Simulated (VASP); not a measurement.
# BN in VASP: relaxation of the atoms with PBE+D3(BJ)

Aim: the relaxation of the atoms of BN with PBE+D3(BJ).

Program: VASP 6.6.1. These are calculated values, not measurements. Logs are shortened: lines on timing, memory, paths and dates and some standing lists are left out, and cuts for length are marked.

**1. The cell of the first run**

The cell holds a slab with vacuum, 8 atoms: a = 2.505 Å, b = 2.505 Å, c = 25.018 Å, α = 90.00°, β = 90.00°, γ = 60.07°.

**2. Relaxation of the atoms, PBE+D3(BJ)**

Contents of INCAR:

```
PREC     = Accurate       # precision mode
ENCUT    = 520            # plane-wave cutoff, eV
EDIFF    = 1E-7           # SCF threshold, eV
ISMEAR   = 0              # smearing method
SIGMA    = 0.05           # smearing width, eV
LREAL    = F              # projectors in reciprocal space
LASPH    = T              # aspherical terms in the spheres
NELM     = 60             # most SCF steps
ALGO     = Normal         # electronic algorithm
ISIF     = 2              # what is computed and relaxed
LWAVE    = F              # write WAVECAR
LCHARG   = F              # write CHGCAR
LDIPOL   = T            
IDIPOL   = 3            
DIPOL    = 0.5 0.5 0.500
GGA      = PE             # functional
IVDW     = 12             # dispersion correction
IBRION   = 2              # ionic algorithm
NSW      = 80             # ionic steps
EDIFFG   = -0.02          # ionic threshold
```

Contents of KPOINTS:

```
Automatic mesh
0
Gamma
  12 12 1
```

Contents of POSCAR:

```
BN
1.0
    2.5051851807      0.0000000000      0.0000000000
    1.2500915888      2.1709960408      0.0000000000
    0.0000000000      0.0000000000     25.0184465684
B N
4 4
Direct
    0.4998931263      0.4998931263      0.2997788044
    0.9998931263      0.9998931263      0.4332596015
    0.4998931263      0.4998931263      0.5667403985
    0.9998931263      0.9998931263      0.7002211956
    0.8334068837      0.8334068837      0.2997788044
    0.3334068837      0.3334068837      0.4332596015
    0.8334068837      0.8334068837      0.5667403985
    0.3334068837      0.3334068837      0.7002211956
```

Potentials or basis: VASP PAW PBE potentials, release 64 (B, N).

Run with:

```sh
cat potpaw_PBE.64/B/POTCAR potpaw_PBE.64/N/POTCAR > POTCAR
mpirun -np 1 vasp_std > vasp.out
```

OUTCAR:

```text
PREC = Accurate
   ENCUT = 520
   EDIFF = 1E-7
   ISMEAR = 0
   LREAL = F
   LASPH = T
   NELM = 60
   ISIF = 2
   GGA = PE
   IVDW = 12
   IBRION = 2
   NSW = 80
   EDIFFG = -0.02
 IVDW          = 12

 ion  position               nearest neighbor table
   1  0.500  0.500  0.300-   5 1.45   5 1.45   5 1.45
   2  1.000  1.000  0.433-   6 1.45   6 1.45   6 1.45
   3  0.500  0.500  0.567-   7 1.45   7 1.45   7 1.45
   4  1.000  1.000  0.700-   8 1.45   8 1.45   8 1.45
   5  0.833  0.833  0.300-   1 1.45   1 1.45   1 1.45
   6  0.333  0.333  0.433-   2 1.45   2 1.45   2 1.45
   7  0.833  0.833  0.567-   3 1.45   3 1.45   3 1.45
   8  0.333  0.333  0.700-   4 1.45   4 1.45   4 1.45

  LATTYP: Found a base centered orthorhombic cell.
 ALAT       =     2.5076849351
 B/A-ratio  =     1.7297483270
 C/A-ratio  =     9.9767104784

  Lattice vectors:

 A1 = (  -1.2500915888,  -2.1709960408,   0.0000000000)
 A2 = (   2.5051851807,   0.0000000000,   0.0000000000)
 A3 = (   0.0000000000,   0.0000000000,  25.0184465684)

Analysis of symmetry for initial positions (statically):
=====================================================================
 Subroutine PRICEL returns:
 Original cell was already a primitive cell.

 Routine SETGRP: Setting up the symmetry group for a
 base centered orthorhombic supercell.

 Subroutine GETGRP returns: Found  4 space group operations
 (whereof  2 operations were pure point group operations)
 out of a pool of  8 trial point group operations.

The static configuration has the point symmetry C_1h.
 The point group associated with its full space group is C_2v.

Analysis of symmetry for dynamics (positions and initial velocities):
=====================================================================
 Subroutine PRICEL returns:
 Original cell was already a primitive cell.

 Routine SETGRP: Setting up the symmetry group for a
 base centered orthorhombic supercell.

 Subroutine GETGRP returns: Found  4 space group operations
 (whereof  2 operations were pure point group operations)
 out of a pool of  8 trial point group operations.

The dynamic configuration has the point symmetry C_1h.
 The point group associated with its full space group is C_2v.

 Subroutine INISYM returns: Found  4 space group operations
 (whereof  2 operations are pure point group operations),
 and found     1 'primitive' translations

----------------------------------------------------------------------------------------

                                     Primitive cell

  volume of cell :     136.0690

  direct lattice vectors                    reciprocal lattice vectors
     2.505185181  0.000000000  0.000000000     0.399172088 -0.229849185  0.000000000
     1.250091589  2.170996041  0.000000000     0.000000000  0.460618067  0.000000000
     0.000000000  0.000000000 25.018446568     0.000000000  0.000000000  0.039970507

  length of vectors
     2.505185181  2.505185181 25.018446568     0.460618067  0.460618067  0.039970507

  position of ions in fractional coordinates (direct lattice)
     0.499893126  0.499893126  0.299778804
     0.999893126  0.999893126  0.433259601
     0.499893126  0.499893126  0.566740399
     0.999893126  0.999893126  0.700221196
     0.833406884  0.833406884  0.299778804
     0.333406884  0.333406884  0.433259601
     0.833406884  0.833406884  0.566740399
     0.333406884  0.333406884  0.700221196

  ion indices of the primitive-cell ions
   primitive index   ion index
                 1           1
                 2           2
                 3           3
                 4           4
                 5           5
                 6           6
                 7           7
                 8           8

----------------------------------------------------------------------------------------

 KPOINTS: Automatic mesh

Automatic generation of k-mesh.
 Grid dimensions read from file:
 generate k-points for:   12   12    1

 Generating k-lattice:

  Cartesian coordinates                     Fractional coordinates (reciprocal lattice)
     0.033264341 -0.019154099  0.000000000     0.083333333  0.000000000  0.000000000
     0.000000000  0.038384839  0.000000000     0.000000000  0.083333333  0.000000000
     0.000000000  0.000000000  0.039970507     0.000000000  0.000000000  1.000000000

  Length of vectors
     0.038384839  0.038384839  0.039970507

  Shift w.r.t. Gamma in fractional coordinates (k-lattice)
     0.000000000  0.000000000  0.000000000

 Subroutine IBZKPT returns following result:
 ===========================================

 Found     43 irreducible k-points:

 Following reciprocal coordinates:
            Coordinates               Weight
  0.000000  0.000000  0.000000      1.000000
  0.083333 -0.000000  0.000000      4.000000
  0.166667  0.000000  0.000000      4.000000
  0.250000  0.000000  0.000000      4.000000
  0.333333  0.000000  0.000000      4.000000
  0.416667 -0.000000  0.000000      4.000000
[... 16 lines left out ...]
  0.500000  0.166667  0.000000      4.000000
 -0.416667  0.166667  0.000000      4.000000
 [... further k-points ...]
   k-points           NKPTS =     43   k-points in BZ     NKDIM =     43   number of bands    NBANDS=     21
   number of dos      NEDOS =    301   number of ions     NIONS =      8
   total plane-waves  NPLWV =  76800
   dimension x,y,z NGX =    20 NGY =   20 NGZ =  192
   dimension x,y,z NGXF=    40 NGYF=   40 NGZF=  384
   ions per type =               4   4
   NGX,Y,Z   is equivalent  to a cutoff of  13.27, 13.27, 12.76 a.u.
   NGXF,Y,Z  is equivalent  to a cutoff of  26.54, 26.54, 25.52 a.u.
 SYSTEM =  unknown system
   PREC   = accura    normal or accurate (medium, high low for compatibility)
   ISTART =      0    job   : 0-new  1-cont  2-samecut
   ICHARG =      2    charge: 1-file 2-atom 10-const
   ISPIN  =      1    spin polarized calculation?
   LNONCOLLINEAR =      F non collinear calculations
   LSORBIT =      F    spin-orbit coupling
   LASPH  =      T    aspherical Exc in radial PAW
   ENCUT  =  520.0 eV  38.22 Ry    6.18 a.u.   4.66  4.66 46.52*2*pi/ulx,y,z
   NELM   =     60;   NELMIN=  2; NELMDL= -5     # of ELM steps
   EDIFF  = 0.1E-06   stopping-criterion for ELM
   LREAL  =      F    real-space projection
   EDIFFG = -.2E-01   stopping-criterion for IOM
   NSW    =     80    number of steps for IOM
   IBRION =      2    ionic relax: 0-MD 1-quasi-New 2-CG
   NFREE  =      1    steps in history (QN), initial steepest desc. (CG)
   ISIF   =      2    stress and relaxation
   ISYM   =      2    0-nonsym 1-usesym 2-fastsym
   POTIM  = 0.5000    time-step for ionic-motion
   TEBEG  =    0.0;   TEEND  =   0.0 temperature during run
   PSTRESS=    0.0 pullay stress
   NELECT =      32.0000    total number of electrons
   NUPDOWN=      -1.0000    fix difference up-down
   EMIN   =  10.00;   EMAX   =-10.00  energy-range for DOS
   EFERMI =   0.00;   METHOD = LEGACY
   ISMEAR =     0;   SIGMA  =   0.05  broadening in eV -4-tet -1-fermi 0-gaus
   EFERMI_NEDOS =   21; number of points for ismear=-14 and -15
   IALGO  =     38    algorithm
   IMIX   =      4    mixing-type and parameters
     AMIX     =   0.40;   BMIX     =  1.00
     AMIX_MAG =   1.60;   BMIX_MAG =  1.00
  volume/ion in A,a.u.               =      17.01       114.78
  Fermi-wavevector in a.u.,A,eV,Ry     =   1.010505  1.909577 13.893183  1.021120
  Thomas-Fermi vector in A             =   2.143498
   LORBIT       =      0    0 simple, 1 ext, 2 COOP (PROOUT), +10 PAW based schemes
   GGA     = PE    functional components
   LHFCALC =     F    Hartree Fock is set to
   AEXX    =    0.0000 exact exchange contribution
   IVDW    =    12    specifies the selected vdW correction
   LEPSILON=     F    determine dielectric tensor
   LRPA    =     F    only Hartree local field effects (RPA)
 conjugate gradient relaxation of ions
 non-spin polarized calculation
 Gauss-broadening in eV      SIGMA  =   0.05
  energy-cutoff  :      520.00
  volume of cell :      136.07
 maximum number of plane-waves:      3713
   NGX =  9   NGY =  9   NGZ = 93

 dipolmoment           0.000000      0.000000     -0.000000 electrons x Angstroem

--------------------------------------- Ionic step        1  -------------------------------------------

 number of electron      31.9999998 magnetization

 Free energy of the ion-electron system (eV)
  ---------------------------------------------------
  ext. energy  EPLUGINS =         0.00000000
  ---------------------------------------------------
  free energy    TOTEN  =       -70.32721891 eV

  energy without entropy =      -70.32721891  energy(sigma->0) =      -70.32721891

------------------------ aborting loop because EDIFF is reached ----------------------------------------

 Edisp (eV)   -0.98085

 E8    (eV) :    -0.2945

  FORCE on cell =-STRESS in cart. coord.  units (eV):
  Direction    XX          YY          ZZ          XY          YZ          ZX
  --------------------------------------------------------------------------------------
  -------------------------------------------------------------------------------------
  Total       0.24859     0.20234    -0.02494     0.04016     0.00000     0.00000
  in kB       2.92709     2.38255    -0.29363     0.47285     0.00000     0.00000
  external pressure =        1.67 kB  Pullay stress =        0.00 kB
[... 73 lines left out ...]
  energy  without entropy=      -71.3080751000  energy(sigma->0) =      -71.30807510

--------------------------------------- Ionic step        3  -------------------------------------------

 number of electron      31.9999998 magnetization

 dipolmoment           0.000000      0.000000      0.000000 electrons x Angstroem

 Free energy of the ion-electron system (eV)
  ---------------------------------------------------
  ext. energy  EPLUGINS =         0.00000000
  ---------------------------------------------------
  free energy    TOTEN  =       -70.32724694 eV

  energy without entropy =      -70.32724694  energy(sigma->0) =      -70.32724694

 E-fermi :  -1.1490     XC(G=0):  -5.6832

 val. band max:       -1.4431971095   @ k =  -0.3333   0.3333   0.0000
 cond. band min:       2.3955443905   @ k =   0.5000   0.5000   0.0000
 fundamental gap:      3.8387415000
 Fermi energy:        -1.1489762718

 k-point     1 :       0.0000    0.0000    0.0000
  band No.  band energies     occupation
      1     -19.3072      2.00000
      2     -19.2287      2.00000
      3     -19.1405      2.00000
      4     -19.0789      2.00000
      5      -7.5582      2.00000
      6      -7.0898      2.00000
[... 550 lines left out ...]
      5     -10.1069      2.00000
      6     -10.1066      2.00000
[... 13 lines left out ...]
     20       3.4572      0.00000
     21       9.8914      0.00000

 [... further k-points ...]

------------------------ aborting loop because EDIFF is reached ----------------------------------------

 vacuum level on the upper side and lower side of the slab       (xc-potential included)        -0.009        -0.009

 Edisp (eV)   -0.98084

 E8    (eV) :    -0.2945

  FORCE on cell =-STRESS in cart. coord.  units (eV):
  Direction    XX          YY          ZZ          XY          YZ          ZX
  --------------------------------------------------------------------------------------
  -------------------------------------------------------------------------------------
  Total       0.25364     0.19682    -0.02509     0.04934     0.00000     0.00000
  in kB       2.98657     2.31753    -0.29542     0.58095     0.00000     0.00000
  external pressure =        1.67 kB  Pullay stress =        0.00 kB
[... 23 lines left out ...]
  FREE ENERGIE OF THE ION-ELECTRON SYSTEM (eV)
  ---------------------------------------------------
  free  energy   TOTEN  =       -71.3080876479 eV

  energy  without entropy=      -71.3080876479  energy(sigma->0) =      -71.30808765

 reached required accuracy - stopping structural energy minimisation

 vacuum level on the upper side and lower side of the slab         4.304         4.304
```

It took 5.5 min on 1 thread of Oxide Virtual Turin-like, shared host; peak memory 0.3 GiB.

Results:

```yaml
Free_energy: -71.3081 eV
Energy_gained_by_relaxing: 0.0 meV/atom
Ionic_steps: 3
Largest_force_after_relaxing: 0.012 eV/Å
Band_gap_on_the_k_mesh: 3.84 eV (least direct gap 4.23 eV)
Dispersion_energy_per_atom: -0.123 eV
```

Forces on the atoms (eV/Å):
```
B   -0.008 -0.005  0.000
B    0.000  0.000  0.002
B    0.000  0.000 -0.002
B   -0.008 -0.005  0.000
N    0.008  0.005 -0.008
N    0.000  0.000  0.002
N    0.000  0.000 -0.002
N    0.008  0.005  0.008
```

Final structure:
```
B N
1.0
     2.50519    0.00000    0.00000
     1.25009    2.17100    0.00000
     0.00000    0.00000   25.01845
B N
4 4
Direct
  0.49994 0.49994 0.29979
  0.99989 0.99989 0.43326
  0.49989 0.49989 0.56674
  0.99994 0.99994 0.70020
  0.83336 0.83336 0.29976
  0.33341 0.33341 0.43326
  0.83341 0.83341 0.56674
  0.33336 0.33336 0.70024
```
